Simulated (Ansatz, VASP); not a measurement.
Given: the input of a run of VASP 6.6.1 on Cd.

Contents of INCAR:

```
  ALGO = Normal
  EDIFF = 1E-7
  ENCUT = 520
  GGA = PS
  ISIF = 2
  ISMEAR = -1
  LASPH = True
  LCHARG = True
  LELF = True
  LREAL = False
  LVHAR = True
  LWAVE = False
  NBANDS = 32
  NELM = 60
  PREC = Accurate
  SIGMA = 0.05
```

The input KPOINTS:

```
k-points
0
Gamma
  10 10 3
```

File POSCAR:

```
Cd
1.0
    3.0299260909      0.0000000000      0.0000000000
   -1.5149630455      2.6239929663      0.0000000000
    0.0000000000      0.0000000000     10.2178050297
Cd
4
Direct
    0.6666666667      0.3333333333      0.7500000000
    0.0000000000      0.0000000000      0.5000000000
    0.3333333333      0.6666666667      0.2500000000
    0.0000000000      0.0000000000      0.0000000000
```

Potentials or basis: VASP PAW PBE potentials, release 64 (Cd).

Launch:

```bash
$ cat potpaw_PBE.64/Cd/POTCAR > POTCAR
$ mpirun -np 1 vasp_std > vasp.out
```

Q: Translate it to Ansatz 0.2.0. Potentials there: all-electron LAPW, scalar-relativistic.

A: As run (the cutoff follows the program's own potentials):

The input input.yaml:

```yaml
crystal:
  lattice:
    - [3.0299260909, 0.0, 0.0]
    - [-1.5149630455, 2.6239929663, 0.0]
    - [0.0, 0.0, 10.2178050297]
  atoms:
    - { symbol: Cd, position: [0.6666666667, 0.3333333333, 0.75] }
    - { symbol: Cd, position: [0.0, 0.0, 0.5] }
    - { symbol: Cd, position: [0.3333333333, 0.6666666667, 0.25] }
    - { symbol: Cd, position: [0.0, 0.0, 0.0] }
kpoints:
  mp_grid: { grid: [10, 10, 3] }
scf:
  occupations: { method: fermi_dirac, width: 0.05 }
hamiltonian:
  xc: pbesol
  pseudopotentials: { kind: all_electron, lapw: { basis_error: 0.001 } }
output:
  forces: true
  stress: true
  eigenvalues: true
```

Potentials or basis: all-electron LAPW, scalar-relativistic.

Run with:

```console
$ ansatz run input.yaml --threads 2 --pin off --max-ram 8192MiB --backend cpu --events-out ev --progress --plain --runs-dir out
```

Both were run:

|  | VASP | Ansatz | Ansatz less VASP |
| --- | --- | --- | --- |
| gap on the k mesh at the Fermi level (eV) | none | none | - |
| pressure (GPa) | 2.3 | 1.9 | -0.42 |
| traceless stress, the component that is largest in VASP (GPa) | 0.18 | 0.20 | +0.013 |

VASP's potentials were made for PBE, not for PBEsol. A gap of «none» marks a metal or a gap that the smearing closes. Ansatz ran all-electron here, and VASP with PAW potentials.
